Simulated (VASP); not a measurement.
Input of a VASP 6.6.1 run:

File POSCAR:

```
Al3GaN4
1.0
    5.0914654767      0.0000000000      0.0000806883
    0.0000000000      3.1547014975      0.0000000000
   -0.0033050556      0.0000000000      5.4622694316
Al Ga N
3 1 4
Direct
    0.5001029401      0.5000000000      0.1672134588
    0.0004937461      0.5000000000      0.8348577272
    0.0008479164      0.0000000000      0.3316937052
    0.4995170076      0.0000000000      0.6662542926
    0.1109315092      0.0000000000      0.6663351675
    0.1227240374      0.5000000000      0.1670943636
    0.6255068916      0.5000000000      0.8406951971
    0.6234749517      0.0000000000      0.3258570881
```

INCAR.step1

```
SYSTEM = Al3GaN4
PREC = Accurate ; ENCUT = 520
ISMEAR = 0 ; SIGMA = 0.02
LREAL = .FALSE. ; LASPH = .TRUE.
NELM = 100 ; NBANDS = 31
GGA = PE ; ALGO = Normal
EDIFF = 1E-4 ; LWAVE = .TRUE.
LCHARG = .FALSE.
```

The input INCAR.step2:

```
SYSTEM = Al3GaN4
PREC = Accurate ; ENCUT = 520
EDIFF = 1E-6 ; ISMEAR = 0
SIGMA = 0.02 ; LREAL = .FALSE.
LASPH = .TRUE. ; NELM = 100
ALGO = Normal ; ISIF = 2
LWAVE = .FALSE. ; LCHARG = .TRUE.
METAGGA = R2SCAN ; LMIXTAU = .TRUE.
LELF = .TRUE. ; LVHAR = .TRUE.
NBANDS = 31 ; ISTART = 1
```

KPOINTS

```
regular mesh
0
G
  6 8 4
  0 0 0
```

Potentials or basis: VASP PAW PBE potentials, release 64 (Al, Ga_d, N).

Command:

```console
$ cat potpaw_PBE.64/Al/POTCAR potpaw_PBE.64/Ga_d/POTCAR potpaw_PBE.64/N/POTCAR > POTCAR
$ cp INCAR.step1 INCAR
$ mpirun -np 1 vasp_std > vasp.out
$ cp INCAR.step2 INCAR
$ mpirun -np 1 vasp_std > vasp.out
```

Question: Estimate the largest force.

Answer: 0.088 eV/Å.

Question: Estimate the band gap on the k mesh.

Answer: 3.92 eV.

Question: Predict the pressure.

Answer: -5.8 GPa.

Forces on the atoms (eV/Å):
```
Al   0.005  0.000 -0.004
Al  -0.009  0.000  0.002
Al  -0.003  0.000  0.000
Ga   0.012  0.000 -0.004
N   -0.071  0.000  0.001
N   -0.001  0.000 -0.001
N    0.048  0.000  0.074
N    0.020  0.000 -0.068
```

Caveat: the cell stands under tension; the PAW data sets were made with another functional, which shifts forces and pressure a little. A k mesh can miss the band edges.
